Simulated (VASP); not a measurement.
# CsPbCl3 (Pm-3m) in VASP: further runs

CsPbCl3 is run at these levels: r2SCAN; tasks: single point.

Everything below comes from runs of VASP 6.6.1. Logs are shortened: lines on timing, memory, paths and dates and some standing lists are left out, and cuts for length are marked.

## 1. The cell of the first run

Symmetry: Pm-3m, No. 221, cubic system. The conventional cell has a = 5.556 Å, b = 5.556 Å, c = 5.556 Å, α = 90.00°, β = 90.00°, γ = 90.00°. Within 5.2 Å of Cs (site symmetry m-3m) lie 12 Cl at 3.93 Å and 8 Pb at 4.81 Å. Within 3.7 Å of Pb (site symmetry m-3m) lie 6 Cl at 2.78 Å. Cl (site symmetry 4/mmm) has 2 Pb at 2.78 Å within 3.7 Å.

## 2. Single point, r2SCAN (volume scaled by 0.94)

Contents of POSCAR:

```
CsPbCl3
1.0
    5.5562505473      0.0000000000      0.0000000000
    0.0000000000      5.5562505473      0.0000000000
    0.0000000000      0.0000000000      5.5562505473
Cs Pb Cl
1 1 3
Direct
    0.0000000000      0.0000000000      0.0000000000
    0.5000000000      0.5000000000      0.5000000000
    0.5000000000      0.5000000000      0.0000000000
    0.0000000000      0.5000000000      0.5000000000
    0.5000000000      0.0000000000      0.5000000000
```

Contents of INCAR.step1:

```
  PREC = Accurate
  ENCUT = 520
  ISMEAR = 0
  SIGMA = 0.02
  LREAL = False
  LASPH = True
  NELM = 80
  NBANDS = 30
  GGA = PE
  ALGO = Normal
  EDIFF = 1E-4
  LWAVE = True
  LCHARG = False
```

Contents of INCAR.step2:

```
  PREC = Accurate
  ENCUT = 520
  EDIFF = 1E-6
  ISMEAR = 0
  SIGMA = 0.02
  LREAL = False
  LASPH = True
  NELM = 80
  ALGO = Normal
  ISIF = 2
  LWAVE = False
  LCHARG = True
  METAGGA = R2SCAN
  LMIXTAU = True
  LELF = True
  LVHAR = True
  NBANDS = 30
  ISTART = 1
```

Contents of KPOINTS:

```
regular mesh
0
Gamma
  6 6 6
```

Potentials or basis: VASP PAW PBE potentials, release 64 (Cs_sv, Pb_d, Cl).

Launch:

```
$ cat potpaw_PBE.64/Cs_sv/POTCAR potpaw_PBE.64/Pb_d/POTCAR potpaw_PBE.64/Cl/POTCAR > POTCAR
$ cp INCAR.step1 INCAR
$ mpirun -np 1 vasp_std > vasp.out
$ cp INCAR.step2 INCAR
$ mpirun -np 1 vasp_std > vasp.out
```

OUTCAR:

```text
PREC = Accurate
   ENCUT = 520
   EDIFF = 1E-6
   ISMEAR = 0
   LREAL = False
   LASPH = True
   NELM = 80
   ISIF = 2
   METAGGA = R2SCAN
   ISTART = 1

 ion  position               nearest neighbor table
   1  0.000  0.000  0.000-
   2  0.500  0.500  0.500-   3 2.78   4 2.78   5 2.78   3 2.78   5 2.78   4 2.78
   3  0.500  0.500  0.000-   2 2.78   2 2.78
   4  0.000  0.500  0.500-   2 2.78   2 2.78
   5  0.500  0.000  0.500-   2 2.78   2 2.78

  LATTYP: Found a simple cubic cell.
 ALAT       =     5.5562505473

  Lattice vectors:

 A1 = (   5.5562505473,   0.0000000000,   0.0000000000)
 A2 = (   0.0000000000,   5.5562505473,   0.0000000000)
 A3 = (   0.0000000000,   0.0000000000,   5.5562505473)

Analysis of symmetry for initial positions (statically):
=====================================================================
 Subroutine PRICEL returns:
 Original cell was already a primitive cell.

 Routine SETGRP: Setting up the symmetry group for a
 simple cubic supercell.

 Subroutine GETGRP returns: Found 48 space group operations
 (whereof 48 operations were pure point group operations)
 out of a pool of 48 trial point group operations.

The static configuration has the point symmetry O_h .

Analysis of symmetry for dynamics (positions and initial velocities):
=====================================================================
 Subroutine PRICEL returns:
 Original cell was already a primitive cell.

 Routine SETGRP: Setting up the symmetry group for a
 simple cubic supercell.

 Subroutine GETGRP returns: Found 48 space group operations
 (whereof 48 operations were pure point group operations)
 out of a pool of 48 trial point group operations.

The dynamic configuration has the point symmetry O_h .

 Subroutine INISYM returns: Found 48 space group operations
 (whereof 48 operations are pure point group operations),
 and found     1 'primitive' translations

----------------------------------------------------------------------------------------

                                     Primitive cell

  volume of cell :     171.5321

  direct lattice vectors                    reciprocal lattice vectors
     5.556250547  0.000000000  0.000000000     0.179977485  0.000000000  0.000000000
     0.000000000  5.556250547  0.000000000     0.000000000  0.179977485  0.000000000
     0.000000000  0.000000000  5.556250547     0.000000000  0.000000000  0.179977485

  length of vectors
     5.556250547  5.556250547  5.556250547     0.179977485  0.179977485  0.179977485

  position of ions in fractional coordinates (direct lattice)
     0.000000000  0.000000000  0.000000000
     0.500000000  0.500000000  0.500000000
     0.500000000  0.500000000  0.000000000
     0.000000000  0.500000000  0.500000000
     0.500000000  0.000000000  0.500000000

  ion indices of the primitive-cell ions
   primitive index   ion index
                 1           1
                 2           2
                 3           3
                 4           4
                 5           5

----------------------------------------------------------------------------------------

 KPOINTS: regular mesh

Automatic generation of k-mesh.
 Grid dimensions read from file:
 generate k-points for:    6    6    6

 Generating k-lattice:

  Cartesian coordinates                     Fractional coordinates (reciprocal lattice)
     0.029996248  0.000000000  0.000000000     0.166666667  0.000000000  0.000000000
     0.000000000  0.029996248  0.000000000     0.000000000  0.166666667  0.000000000
     0.000000000  0.000000000  0.029996248     0.000000000  0.000000000  0.166666667

  Length of vectors
     0.029996248  0.029996248  0.029996248

  Shift w.r.t. Gamma in fractional coordinates (k-lattice)
     0.000000000  0.000000000  0.000000000

 Subroutine IBZKPT returns following result:
 ===========================================

 Found     20 irreducible k-points:

 Following reciprocal coordinates:
            Coordinates               Weight
  0.000000  0.000000  0.000000      1.000000
  0.166667  0.000000  0.000000      6.000000
  0.333333  0.000000  0.000000      6.000000
  0.500000  0.000000  0.000000      3.000000
  0.166667  0.166667  0.000000     12.000000
  0.333333  0.166667  0.000000     24.000000
[... 12 lines left out ...]
  0.500000  0.500000  0.333333      6.000000
  0.500000  0.500000  0.500000      1.000000
   k-points           NKPTS =     20   k-points in BZ     NKDIM =     20   number of bands    NBANDS=     30
   number of dos      NEDOS =    301   number of ions     NIONS =      5
   total plane-waves  NPLWV =  74088
   dimension x,y,z NGX =    42 NGY =   42 NGZ =   42
   dimension x,y,z NGXF=    84 NGYF=   84 NGZF=   84
   ions per type =               1   1   3
   NGX,Y,Z   is equivalent  to a cutoff of  12.57, 12.57, 12.57 a.u.
   NGXF,Y,Z  is equivalent  to a cutoff of  25.13, 25.13, 25.13 a.u.
 SYSTEM =  unknown system
   PREC   = accura    normal or accurate (medium, high low for compatibility)
   ISTART =      1    job   : 0-new  1-cont  2-samecut
   ICHARG =      0    charge: 1-file 2-atom 10-const
   ISPIN  =      1    spin polarized calculation?
   LNONCOLLINEAR =      F non collinear calculations
   LSORBIT =      F    spin-orbit coupling
   LASPH  =      T    aspherical Exc in radial PAW
   ENCUT  =  520.0 eV  38.22 Ry    6.18 a.u.  10.33 10.33 10.33*2*pi/ulx,y,z
   NELM   =     80;   NELMIN=  2; NELMDL=  0     # of ELM steps
   EDIFF  = 0.1E-05   stopping-criterion for ELM
   LREAL  =      F    real-space projection
   EDIFFG = 0.1E-04   stopping-criterion for IOM
   NSW    =      0    number of steps for IOM
   IBRION =     -1    ionic relax: 0-MD 1-quasi-New 2-CG
   NFREE  =      0    steps in history (QN), initial steepest desc. (CG)
   ISIF   =      2    stress and relaxation
   ISYM   =      2    0-nonsym 1-usesym 2-fastsym
   POTIM  = 0.5000    time-step for ionic-motion
   TEBEG  =    0.0;   TEEND  =   0.0 temperature during run
   PSTRESS=    0.0 pullay stress
   NELECT =      44.0000    total number of electrons
   NUPDOWN=      -1.0000    fix difference up-down
   EMIN   =  10.00;   EMAX   =-10.00  energy-range for DOS
   EFERMI =   0.00;   METHOD = LEGACY
   ISMEAR =     0;   SIGMA  =   0.02  broadening in eV -4-tet -1-fermi 0-gaus
   EFERMI_NEDOS =   21; number of points for ismear=-14 and -15
   IALGO  =     38    algorithm
   IMIX   =      4    mixing-type and parameters
     AMIX     =   0.40;   BMIX     =  1.00
     AMIX_MAG =   1.60;   BMIX_MAG =  1.00
  volume/ion in A,a.u.               =      34.31       231.51
  Fermi-wavevector in a.u.,A,eV,Ry     =   1.040185  1.965665 14.721296  1.081985
  Thomas-Fermi vector in A             =   2.174749
   LORBIT       =      0    0 simple, 1 ext, 2 COOP (PROOUT), +10 PAW based schemes
   METAGGA = R2SCAN    functional components
   LHFCALC =     F    Hartree Fock is set to
   AEXX    =    0.0000 exact exchange contribution
   IVDW    =     0    specifies the selected vdW correction
   LEPSILON=     F    determine dielectric tensor
   LRPA    =     F    only Hartree local field effects (RPA)
 non-spin polarized calculation
 Gauss-broadening in eV      SIGMA  =   0.02
  energy-cutoff  :      520.00
  volume of cell :      171.53
 maximum number of plane-waves:      4645
 NGX is ok and might be reduce to    42
   NGX = 21   NGY = 21   NGZ = 21

 number of electron      43.9999985 magnetization

 Free energy of the ion-electron system (eV)
  ---------------------------------------------------
  ext. energy  EPLUGINS =         0.00000000
  ---------------------------------------------------
  free energy    TOTEN  =      -108.12721713 eV

  energy without entropy =     -108.12721713  energy(sigma->0) =     -108.12721713

 E-fermi :   2.1017     XC(G=0):  -8.3785

 val. band max:        1.9601180844   @ k =   0.5000   0.5000   0.5000
 cond. band min:       4.1356488122   @ k =   0.5000   0.5000   0.5000
 fundamental gap:      2.1755307279
 Fermi energy:         2.1017156448

 k-point     1 :       0.0000    0.0000    0.0000
  band No.  band energies     occupation
      1     -20.2306      2.00000
      2     -15.6381      2.00000
      3     -15.6381      2.00000
      4     -15.3012      2.00000
      5     -15.3012      2.00000
      6     -15.3012      2.00000
[... 22 lines left out ...]
     29       8.6677      0.00000
     30       8.6677      0.00000

 k-point     2 :       0.1667    0.0000    0.0000
  band No.  band energies     occupation
      1     -20.2299      2.00000
      2     -15.6380      2.00000
      3     -15.6039      2.00000
      4     -15.3017      2.00000
      5     -15.3017      2.00000
      6     -15.3012      2.00000
[... 22 lines left out ...]
     29       7.8644      0.00000
     30       8.6546      0.00000

 k-point     3 :       0.3333    0.0000    0.0000
  band No.  band energies     occupation
      1     -20.2285      2.00000
      2     -15.6378      2.00000
      3     -15.5330      2.00000
      4     -15.3026      2.00000
      5     -15.3026      2.00000
      6     -15.3012      2.00000
[... 22 lines left out ...]
     29       7.7459      0.00000
     30       8.9049      0.00000

 k-point     4 :       0.5000    0.0000    0.0000
  band No.  band energies     occupation
      1     -20.2277      2.00000
      2     -15.6377      2.00000
      3     -15.4964      2.00000
      4     -15.3031      2.00000
      5     -15.3031      2.00000
      6     -15.3012      2.00000
[... 484 lines left out ...]
     29       8.1743      0.00000
     30       8.4882      0.00000

 k-point    19 :       0.5000    0.5000    0.3333
  band No.  band energies     occupation
      1     -20.2240      2.00000
      2     -15.4370      2.00000
      3     -15.3846      2.00000
      4     -15.3050      2.00000
      5     -15.3045      2.00000
      6     -15.3045      2.00000
[... 22 lines left out ...]
     29       7.9334      0.00000
     30       8.7101      0.00000

 k-point    20 :       0.5000    0.5000    0.5000
  band No.  band energies     occupation
      1     -20.2235      2.00000
      2     -15.3846      2.00000
      3     -15.3846      2.00000
      4     -15.3050      2.00000
      5     -15.3050      2.00000
      6     -15.3050      2.00000
[... 22 lines left out ...]
     29       7.8152      0.00000
     30       9.0753      0.00000

------------------------ aborting loop because EDIFF is reached ----------------------------------------

  FORCE on cell =-STRESS in cart. coord.  units (eV):
  Direction    XX          YY          ZZ          XY          YZ          ZX
  --------------------------------------------------------------------------------------
  -------------------------------------------------------------------------------------
  Total        1.8981740      1.8981740      1.8981740     -0.0000000     -0.0000000      0.0000000
  in kB       17.7296897     17.7296897     17.7296897     -0.0000000     -0.0000000      0.0000000
  external PRESSURE =      17.7296897 kB  Pullay stress =       0.0000000 kB

 VOLUME and BASIS-vectors are now :
 -----------------------------------------------------------------------------
  energy-cutoff  :      520.00
  volume of cell :      171.53
      direct lattice vectors                 reciprocal lattice vectors
     5.556250547  0.000000000  0.000000000     0.179977485  0.000000000  0.000000000
     0.000000000  5.556250547  0.000000000     0.000000000  0.179977485  0.000000000
     0.000000000  0.000000000  5.556250547     0.000000000  0.000000000  0.179977485

 POSITION                                       TOTAL-FORCE (eV/Angst)
 -----------------------------------------------------------------------------------
      0.00000      0.00000      0.00000         0.000000      0.000000      0.000000
      2.77813      2.77813      2.77813         0.000000      0.000000      0.000000
      2.77813      2.77813      0.00000         0.000000      0.000000      0.000000
      0.00000      2.77813      2.77813         0.000000      0.000000      0.000000
      2.77813      0.00000      2.77813         0.000000      0.000000      0.000000
 -----------------------------------------------------------------------------------
    total drift:                                0.000000     -0.000000     -0.000000

  FREE ENERGIE OF THE ION-ELECTRON SYSTEM (eV)
  ---------------------------------------------------
  free  energy   TOTEN  =      -108.1272171317 eV

  energy  without entropy=     -108.1272171317  energy(sigma->0) =     -108.12721713
```

Run time: 4.6 min. Hardware: 1 thread of Oxide Virtual Turin-like, shared host; peak memory 0.3 GiB.

What came out:

```
Free energy            : -108.1272 eV
Pressure               : 1.8 GPa
Band gap on the k mesh : 2.18 eV, direct
```

Caveat: the PAW data sets were made with another functional, which shifts forces and pressure a little; spin-orbit coupling is left out, which moves the levels of the heavy elements. A k mesh can miss the band edges.

## 3. Single point, r2SCAN (volume scaled by 0.97)

Edit POSCAR of step 2 so:

```diff
@@ -2,5 +2,5 @@
 1.0
-    5.5562505473      0.0000000000      0.0000000000
-    0.0000000000      5.5562505473      0.0000000000
-    0.0000000000      0.0000000000      5.5562505473
+    5.6147416935      0.0000000000      0.0000000000
+    0.0000000000      5.6147416935      0.0000000000
+    0.0000000000      0.0000000000      5.6147416935
 Cs Pb Cl
```

Contents of INCAR.step1:

```
SYSTEM = CsPbCl3
ALGO = Normal
EDIFF = 1E-4
ENCUT = 520
GGA = PE
ISMEAR = 0
LASPH = .True.
LCHARG = .False.
LREAL = .False.
LWAVE = .True.
NBANDS = 30
NELM = 100
PREC = Accurate
SIGMA = 0.02
```

Contents of INCAR.step2:

```
SYSTEM = CsPbCl3
ALGO = Normal
EDIFF = 1E-6
ENCUT = 520
ISIF = 2
ISMEAR = 0
ISTART = 1
LASPH = .True.
LCHARG = .False.
LMIXTAU = .True.
LREAL = .False.
LWAVE = .False.
METAGGA = R2SCAN
NBANDS = 30
NELM = 100
PREC = Accurate
SIGMA = 0.02
```

Contents of KPOINTS:

```
k-points
0
Gamma
  6 6 6
  0 0 0
```

Potentials or basis: VASP PAW PBE potentials, release 64 (Cs_sv, Pb_d, Cl).

Launch:

```
$ cat potpaw_PBE.64/Cs_sv/POTCAR potpaw_PBE.64/Pb_d/POTCAR potpaw_PBE.64/Cl/POTCAR > POTCAR
$ cp INCAR.step1 INCAR
$ mpirun -np 1 vasp_std > vasp.out
$ cp INCAR.step2 INCAR
$ mpirun -np 1 vasp_std > vasp.out
```

OUTCAR:

```text
SYSTEM = CsPbCl3
   EDIFF = 1E-6
   ENCUT = 520
   ISIF = 2
   ISMEAR = 0
   ISTART = 1
   LASPH = .True.
   LREAL = .False.
   METAGGA = R2SCAN
   NELM = 100
   PREC = Accurate

 ion  position               nearest neighbor table
   1  0.000  0.000  0.000-
   2  0.500  0.500  0.500-   3 2.81   4 2.81   5 2.81   3 2.81   5 2.81   4 2.81
   3  0.500  0.500  0.000-   2 2.81   2 2.81
   4  0.000  0.500  0.500-   2 2.81   2 2.81
   5  0.500  0.000  0.500-   2 2.81   2 2.81

  LATTYP: Found a simple cubic cell.
 ALAT       =     5.6147416935

  Lattice vectors:

 A1 = (   5.6147416935,   0.0000000000,   0.0000000000)
 A2 = (   0.0000000000,   5.6147416935,   0.0000000000)
 A3 = (   0.0000000000,   0.0000000000,   5.6147416935)

Analysis of symmetry for initial positions (statically):
=====================================================================
 Subroutine PRICEL returns:
 Original cell was already a primitive cell.

 Routine SETGRP: Setting up the symmetry group for a
 simple cubic supercell.

 Subroutine GETGRP returns: Found 48 space group operations
[... 168 lines left out ...]

 val. band max:        1.5285880247   @ k =   0.5000   0.5000   0.5000
 cond. band min:       3.8596792795   @ k =   0.5000   0.5000   0.5000
 fundamental gap:      2.3310912548
 Fermi energy:         1.6674410645

 k-point     1 :       0.0000    0.0000    0.0000
  band No.  band energies     occupation
      1     -20.4681      2.00000
      2     -15.8757      2.00000
      3     -15.8757      2.00000
      4     -15.5986      2.00000
      5     -15.5986      2.00000
      6     -15.5986      2.00000
[... 649 lines left out ...]
     29       7.5811      0.00000
     30       8.8183      0.00000

------------------------ aborting loop because EDIFF is reached ----------------------------------------

  FORCE on cell =-STRESS in cart. coord.  units (eV):
  Direction    XX          YY          ZZ          XY          YZ          ZX
  --------------------------------------------------------------------------------------
  -------------------------------------------------------------------------------------
  Total        0.8868790      0.8868790      0.8868790     -0.0000000     -0.0000000     -0.0000000
  in kB        8.0275982      8.0275982      8.0275982     -0.0000000     -0.0000000     -0.0000000
  external PRESSURE =       8.0275982 kB  Pullay stress =       0.0000000 kB

 VOLUME and BASIS-vectors are now :
 -----------------------------------------------------------------------------
  energy-cutoff  :      520.00
  volume of cell :      177.01
      direct lattice vectors                 reciprocal lattice vectors
     5.614741694  0.000000000  0.000000000     0.178102583  0.000000000  0.000000000
     0.000000000  5.614741694  0.000000000     0.000000000  0.178102583  0.000000000
     0.000000000  0.000000000  5.614741694     0.000000000  0.000000000  0.178102583

 POSITION                                       TOTAL-FORCE (eV/Angst)
 -----------------------------------------------------------------------------------
      0.00000      0.00000      0.00000         0.000000      0.000000      0.000000
      2.80737      2.80737      2.80737         0.000000      0.000000      0.000000
      2.80737      2.80737      0.00000         0.000000      0.000000      0.000000
      0.00000      2.80737      2.80737         0.000000      0.000000      0.000000
      2.80737      0.00000      2.80737         0.000000      0.000000      0.000000
 -----------------------------------------------------------------------------------
    total drift:                                0.000000     -0.000000     -0.000000

  FREE ENERGIE OF THE ION-ELECTRON SYSTEM (eV)
  ---------------------------------------------------
  free  energy   TOTEN  =      -108.1728409226 eV

  energy  without entropy=     -108.1728409226  energy(sigma->0) =     -108.17284092
```

OUTCAR.step1:

```text
SYSTEM = CsPbCl3
   EDIFF = 1E-4
   ENCUT = 520
   GGA = PE
   ISMEAR = 0
   LASPH = .True.
   LREAL = .False.
   NELM = 100
[... 884 lines left out ...]
      2.80737      2.80737      0.00000         0.000000      0.000000      0.000000
      0.00000      2.80737      2.80737         0.000000      0.000000      0.000000
      2.80737      0.00000      2.80737         0.000000      0.000000      0.000000
 -----------------------------------------------------------------------------------
    total drift:                                0.000000     -0.000000     -0.000000

  FREE ENERGIE OF THE ION-ELECTRON SYSTEM (eV)
  ---------------------------------------------------
  free  energy   TOTEN  =       -17.5096514307 eV

  energy  without entropy=      -17.5096514307  energy(sigma->0) =      -17.50965143
```

It took 6.1 min on 1 thread of Oxide Virtual Turin-like, shared host; peak memory 0.31 GiB.

What came out:

- Free energy: -108.1728 eV
- Pressure: 0.8 GPa
- Band gap on the k mesh: 2.33 eV, direct

Levels at points of the mesh, in eV from the valence-band top:
```
           k point  band 19  band 20  band 21  band 22  band 23  band 24  band 25  band 26
(0.00, 0.00, 0.00)    -2.81    -2.70    -2.70    -2.70     3.83     4.65     4.65     5.66
(0.50, 0.00, 0.00)    -2.91    -2.81    -2.81    -1.77     3.44     5.15     5.58     5.77
(0.50, 0.50, 0.00)    -2.99    -2.92    -2.39    -0.85     2.92     2.92     5.35     5.89
(0.50, 0.50, 0.50)    -2.38    -2.38    -2.38     0.00     2.33     2.33     2.33     5.70
```

Caveat: the PAW data sets were made with another functional, which shifts forces and pressure a little; spin-orbit coupling is left out, which moves the levels of the heavy elements. A k mesh can miss the band edges.

(Part 1 of 2 ends here.)
